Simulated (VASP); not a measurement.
Here is a VASP 6.6.1 calculation.

The input INCAR:

```
PREC = Accurate
ENCUT = 520
EDIFF = 1E-7
ISMEAR = 1
SIGMA = 0.2
LREAL = F
LASPH = T
NELM = 80
ALGO = Normal
ISIF = 2
LWAVE = F
LCHARG = T
GGA = PS
LELF = T
LVHAR = T
NBANDS = 35
```

File KPOINTS:

```
Automatic mesh
0
Gamma
  12 12 2
```

File POSCAR:

```
MoS2
1.0
    3.2987000000      0.0000000000      0.0000000000
   -1.6493500000      2.8567579994      0.0000000000
    0.0000000000      0.0000000000     12.1932000000
Mo S
2 4
Direct
    0.3333333333      0.6666666667      0.2500000000
    0.6666666667      0.3333333333      0.7500000000
    0.3333333333      0.6666666667      0.6259932117
    0.6666666667      0.3333333333      0.1259932117
    0.3333333333      0.6666666667      0.8740067883
    0.6666666667      0.3333333333      0.3740067883
```

Potentials or basis: VASP PAW PBE potentials, release 64 (Mo_sv, S).

Run with:

```bash
$ cat potpaw_PBE.64/Mo_sv/POTCAR potpaw_PBE.64/S/POTCAR > POTCAR
$ mpirun -np 1 vasp_std > vasp.out
```

(1) What does it give for the pressure?

(2) What does it give for the largest force?

Answers

(1) -8.1 GPa.

(2) 0.072 eV/Å.

Caveat: the PAW data sets were made with another functional, which shifts forces and pressure a little; this functional lacks dispersion, which binds the layers, so the pressure and a relaxed spacing across them are unreliable.
